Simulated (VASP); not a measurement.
# SnSe in VASP: further runs

The runs below take SnSe through single point, with LDA.

Everything below comes from runs of VASP 6.6.1. Logs are shortened: lines on timing, memory, paths and dates and some standing lists are left out, and cuts for length are marked.

**1. The cell of the first run**

The cell holds a slab with vacuum, 4 atoms: a = 4.190 Å, b = 4.190 Å, c = 10.980 Å, α = 90.00°, β = 90.00°, γ = 90.00°.

**2. Single point, LDA (atom 3 (Se) moved -0.050 Å towards its neighbour atom 1 (Sn) at 2.675 Å)**

INCAR

```
SYSTEM = SnSe
  PREC = Accurate
  ENCUT = 500
  EDIFF = 1E-6
  ISMEAR = 0
  SIGMA = 0.05
  LREAL = .False.
  LASPH = .True.
  NELM = 120
  ALGO = Normal
  ISIF = 2
  LWAVE = .False.
  LCHARG = .False.
  GGA = CA
  NBANDS = 28
  GGA_COMPAT = .False.
```

KPOINTS

```
Automatic mesh
0
Gamma
  6 6 4
  0 0 0
```

POSCAR

```
SnSe
1.0
    4.1898989379      0.0000000000      0.0000000000
    0.0000000000      4.1898989379      0.0000000000
    0.0000000000      0.0000000000     10.9796229414
Sn Se
2 2
Direct
    0.5000000000      0.0000000000      0.3781633338
    0.0000000000      0.5000000000      0.6218366662
    0.5000000000      0.0000000000      0.6263321033
    0.0000000000      0.5000000000      0.3782217871
```

Potentials or basis: VASP PAW LDA potentials, release 64 (Sn_d, Se).

On the command line:

```bash
$ cat potpaw_LDA.64/Sn_d/POTCAR potpaw_LDA.64/Se/POTCAR > POTCAR
$ mpirun -np 1 vasp_std > vasp.out
```

OUTCAR:

```text
SYSTEM = SnSe
   PREC = Accurate
   ENCUT = 500
   EDIFF = 1E-6
   ISMEAR = 0
   LREAL = .False.
   LASPH = .True.
   NELM = 120
   ISIF = 2
   GGA = CA

 ion  position               nearest neighbor table
   1  0.500  0.000  0.378-   3 2.72   4 2.96   4 2.96   4 2.96   4 2.96
   2  0.000  0.500  0.622-   4 2.67   3 2.96   3 2.96   3 2.96   3 2.96
   3  0.500  0.000  0.626-   1 2.72   2 2.96   2 2.96   2 2.96   2 2.96
   4  0.000  0.500  0.378-   2 2.67   1 2.96   1 2.96   1 2.96   1 2.96

  LATTYP: Found a simple tetragonal cell.
 ALAT       =     4.1898989379
 C/A-ratio  =     2.6204982755

  Lattice vectors:

 A1 = (   4.1898989379,   0.0000000000,   0.0000000000)
 A2 = (   0.0000000000,   4.1898989379,   0.0000000000)
 A3 = (   0.0000000000,   0.0000000000,  10.9796229414)

Analysis of symmetry for initial positions (statically):
=====================================================================
 Subroutine PRICEL returns:
 Original cell was already a primitive cell.

 Routine SETGRP: Setting up the symmetry group for a
 simple tetragonal supercell.

 Subroutine GETGRP returns: Found  8 space group operations
 (whereof  4 operations were pure point group operations)
 out of a pool of 16 trial point group operations.

The static configuration has the point symmetry C_2v.
 The point group associated with its full space group is C_4v.

Analysis of symmetry for dynamics (positions and initial velocities):
=====================================================================
 Subroutine PRICEL returns:
 Original cell was already a primitive cell.

 Routine SETGRP: Setting up the symmetry group for a
 simple tetragonal supercell.

 Subroutine GETGRP returns: Found  8 space group operations
 (whereof  4 operations were pure point group operations)
 out of a pool of 16 trial point group operations.

The dynamic configuration has the point symmetry C_2v.
 The point group associated with its full space group is C_4v.

 Subroutine INISYM returns: Found  8 space group operations
 (whereof  4 operations are pure point group operations),
 and found     1 'primitive' translations

----------------------------------------------------------------------------------------

                                     Primitive cell

  volume of cell :     192.7501

  direct lattice vectors                    reciprocal lattice vectors
     4.189898938  0.000000000  0.000000000     0.238669241  0.000000000  0.000000000
     0.000000000  4.189898938  0.000000000     0.000000000  0.238669241  0.000000000
     0.000000000  0.000000000 10.979622941     0.000000000  0.000000000  0.091077809

  length of vectors
[... 85 lines left out ...]
   NELM   =    120;   NELMIN=  2; NELMDL= -5     # of ELM steps
   EDIFF  = 0.1E-05   stopping-criterion for ELM
   LREAL  =      F    real-space projection
   EDIFFG = 0.1E-04   stopping-criterion for IOM
   NSW    =      0    number of steps for IOM
   IBRION =     -1    ionic relax: 0-MD 1-quasi-New 2-CG
   NFREE  =      0    steps in history (QN), initial steepest desc. (CG)
   ISIF   =      2    stress and relaxation
   ISYM   =      2    0-nonsym 1-usesym 2-fastsym
   POTIM  = 0.5000    time-step for ionic-motion
   TEBEG  =    0.0;   TEEND  =   0.0 temperature during run
   PSTRESS=    0.0 pullay stress
   NELECT =      40.0000    total number of electrons
   NUPDOWN=      -1.0000    fix difference up-down
   EMIN   =  10.00;   EMAX   =-10.00  energy-range for DOS
   EFERMI =   0.00;   METHOD = LEGACY
   ISMEAR =     0;   SIGMA  =   0.05  broadening in eV -4-tet -1-fermi 0-gaus
   EFERMI_NEDOS =   21; number of points for ismear=-14 and -15
   IALGO  =     38    algorithm
   IMIX   =      4    mixing-type and parameters
     AMIX     =   0.40;   BMIX     =  1.00
     AMIX_MAG =   1.60;   BMIX_MAG =  1.00
  volume/ion in A,a.u.               =      48.19       325.19
  Fermi-wavevector in a.u.,A,eV,Ry     =   0.969237  1.831592 12.781590  0.939420
  Thomas-Fermi vector in A             =   2.099273
   LORBIT       =      0    0 simple, 1 ext, 2 COOP (PROOUT), +10 PAW based schemes
   GGA     = CA    functional components
   LHFCALC =     F    Hartree Fock is set to
   AEXX    =    0.0000 exact exchange contribution
   IVDW    =     0    specifies the selected vdW correction
   LEPSILON=     F    determine dielectric tensor
   LRPA    =     F    only Hartree local field effects (RPA)
 non-spin polarized calculation
 Gauss-broadening in eV      SIGMA  =   0.05
  energy-cutoff  :      500.00
  volume of cell :      192.75
 maximum number of plane-waves:      4921
 NGX is ok and might be reduce to    32
   NGX = 15   NGY = 15   NGZ = 41

 number of electron      39.9999992 magnetization

 Free energy of the ion-electron system (eV)
  ---------------------------------------------------
  ext. energy  EPLUGINS =         0.00000000
  ---------------------------------------------------
  free energy    TOTEN  =       -18.48702888 eV

  energy without entropy =      -18.48702888  energy(sigma->0) =      -18.48702888

 E-fermi :   1.1281     XC(G=0):  -6.3609

 val. band max:        0.8413572912   @ k =   0.5000   0.0000   0.0000
 cond. band min:       2.2680138880   @ k =   0.3333   0.1667   0.5000
 fundamental gap:      1.4266565969
 Fermi energy:         1.1281480392

 k-point     1 :       0.0000    0.0000    0.0000
  band No.  band energies     occupation
      1     -20.2858      2.00000
      2     -20.2725      2.00000
      3     -20.2679      2.00000
      4     -20.2450      2.00000
      5     -20.2450      2.00000
      6     -20.2088      2.00000
[... 733 lines left out ...]
     27       7.0759      0.00000
     28       7.1268      0.00000

 [... further k-points ...]
[... 5 lines left out ...]
  --------------------------------------------------------------------------------------
  -------------------------------------------------------------------------------------
  Total       -0.0214177     -0.0214177     -0.5037186      0.0000000      0.0000000      0.0000000
  in kB       -0.1780284     -0.1780284     -4.1870103      0.0000000      0.0000000      0.0000000
  external PRESSURE =      -1.5143557 kB  Pullay stress =       0.0000000 kB

 VOLUME and BASIS-vectors are now :
 -----------------------------------------------------------------------------
  energy-cutoff  :      500.00
  volume of cell :      192.75
      direct lattice vectors                 reciprocal lattice vectors
     4.189898938  0.000000000  0.000000000     0.238669241  0.000000000  0.000000000
     0.000000000  4.189898938  0.000000000     0.000000000  0.238669241  0.000000000
     0.000000000  0.000000000 10.979622941     0.000000000  0.000000000  0.091077809

 POSITION                                       TOTAL-FORCE (eV/Angst)
 -----------------------------------------------------------------------------------
      2.09495      0.00000      4.15209         0.000000      0.000000      0.224012
      0.00000      2.09495      6.82753         0.000000      0.000000      0.079429
      2.09495      0.00000      6.87689         0.000000      0.000000     -0.253808
      0.00000      2.09495      4.15273         0.000000      0.000000     -0.049633
 -----------------------------------------------------------------------------------
    total drift:                                0.000000      0.000000     -0.000048

  FREE ENERGIE OF THE ION-ELECTRON SYSTEM (eV)
  ---------------------------------------------------
  free  energy   TOTEN  =       -18.4870288836 eV

  energy  without entropy=      -18.4870288836  energy(sigma->0) =      -18.48702888
```

OSZICAR:

```text
N       E                     dE             d eps       ncg     rms          rms(c)
DAV:   1     0.344976204864E+03    0.34498E+03   -0.18553E+04  1744   0.145E+03
DAV:   2     0.300549563135E+02   -0.31492E+03   -0.30667E+03  1812   0.364E+02
DAV:   3    -0.166467394884E+02   -0.46702E+02   -0.46005E+02  2108   0.147E+02
DAV:   4    -0.189012922501E+02   -0.22546E+01   -0.22465E+01  2000   0.343E+01
DAV:   5    -0.189640322338E+02   -0.62740E-01   -0.62726E-01  2308   0.607E+00    0.497E+00
DAV:   6    -0.185381802432E+02    0.42585E+00   -0.86927E-01  2264   0.531E+00    0.312E+00
DAV:   7    -0.185004450982E+02    0.37735E-01   -0.26372E-01  2084   0.214E+00    0.109E+00
DAV:   8    -0.184878167869E+02    0.12628E-01   -0.30917E-02  2104   0.114E+00    0.246E-01
DAV:   9    -0.184846510346E+02    0.31658E-02   -0.50073E-03  2052   0.412E-01    0.116E-01
DAV:  10    -0.184844649752E+02    0.18606E-03   -0.14214E-03  1848   0.154E-01    0.473E-02
DAV:  11    -0.184856345886E+02   -0.11696E-02   -0.16016E-03  1768   0.128E-01    0.609E-02
DAV:  12    -0.184867561983E+02   -0.11216E-02   -0.39123E-04  2108   0.783E-02    0.164E-02
DAV:  13    -0.184869359132E+02   -0.17971E-03   -0.40287E-05  1800   0.346E-02    0.116E-02
DAV:  14    -0.184870206358E+02   -0.84723E-04   -0.17770E-05  1620   0.137E-02    0.523E-03
DAV:  15    -0.184870264221E+02   -0.57863E-05   -0.14022E-06  1684   0.722E-03    0.144E-03
DAV:  16    -0.184870288296E+02   -0.24075E-05   -0.70078E-07  1440   0.342E-03    0.141E-03
DAV:  17    -0.184870288836E+02   -0.54001E-07   -0.69742E-08  1392   0.179E-03
   1 F= -.18487029E+02 E0= -.18487029E+02  d E =-.777542E-17
```

Run time: 1.8 min. Hardware: 1 thread of Intel Xeon Platinum 8488C (Sapphire Rapids), shared host; peak memory 0.3 GiB.

What came out:

```
Free energy            : -18.4870 eV
Largest force          : 0.254 eV/Å
Band gap on the k mesh : 1.43 eV (least direct gap 1.43 eV)
```

Forces on the atoms (eV/Å):
```
Sn   0.000  0.000  0.224
Sn   0.000  0.000  0.079
Se   0.000  0.000 -0.254
Se   0.000  0.000 -0.050
```

Caveat: the cell differs from its parent crystal (atom 3 (Se) moved -0.050 Å towards its neighbour atom 1 (Sn) at 2.675 Å); spin-orbit coupling is left out, which moves the levels of the heavy elements.

**3. Single point, LDA (atom 3 (Se) moved +0.175 Å towards its neighbour atom 1 (Sn) at 2.675 Å)**

INCAR

```
SYSTEM = SnSe
ALGO = Normal
EDIFF = 1E-6
ENCUT = 500
GGA_COMPAT = .FALSE.
ISIF = 2
ISMEAR = 0
LASPH = .TRUE.
LCHARG = .TRUE.
LELF = .TRUE.
LREAL = .FALSE.
LVHAR = .TRUE.
LWAVE = .FALSE.
NBANDS = 28
NELM = 120
PREC = Accurate
SIGMA = 0.05
```

KPOINTS

```
k-points
0
G
  6 6 4
  0 0 0
```

POSCAR: that of step 2 with these lines changed.

```diff
@@ -10,3 +10,3 @@
     0.0000000000      0.5000000000      0.6218366662
-    0.5000000000      0.0000000000      0.6263321033
+    0.5000000000      0.0000000000      0.6058395963
     0.0000000000      0.5000000000      0.3782217871
```

Potentials or basis: VASP PAW LDA potentials, release 64 (Sn_d, Se).

On the command line:

```bash
$ cat potpaw_LDA.64/Sn_d/POTCAR potpaw_LDA.64/Se/POTCAR > POTCAR
$ mpirun -np 1 vasp_std > vasp.out
```

Run time: 1.8 min. Hardware: 1 thread of Intel Xeon Platinum 8488C (Sapphire Rapids), shared host; peak memory 0.3 GiB.

Results (log left out):

```
Free energy            : -18.3740 eV
Largest force          : 1.484 eV/Å
Band gap on the k mesh : 1.28 eV
```

Forces in eV/Å, atoms in the order of the input:
```
Sn   0.000  0.000 -1.423
Sn   0.000  0.000 -0.132
Se   0.000  0.000  1.484
Se   0.000  0.000  0.072
```

Levels at points of the mesh, in eV from the valence-band top:
```
           k point  band 18  band 19  band 20  band 21  band 22  band 23
(0.00, 0.00, 0.00)    -1.95    -1.95    -0.37     1.50     3.40     3.71
(0.50, 0.00, 0.00)    -1.65    -0.59    -0.10     1.45     1.60     1.82
(0.50, 0.50, 0.00)    -3.59    -1.87    -1.85     3.47     4.17     4.31
(0.00, 0.00, 0.50)    -1.95    -1.95    -0.37     1.36     3.40     4.40
(0.50, 0.00, 0.50)    -1.65    -0.60    -0.11     1.45     1.60     1.82
(0.50, 0.50, 0.50)    -3.59    -1.87    -1.85     3.44     4.13     4.34
```

Caveat: the cell differs from its parent crystal (atom 3 (Se) moved +0.175 Å towards its neighbour atom 1 (Sn) at 2.675 Å); spin-orbit coupling is left out, which moves the levels of the heavy elements.
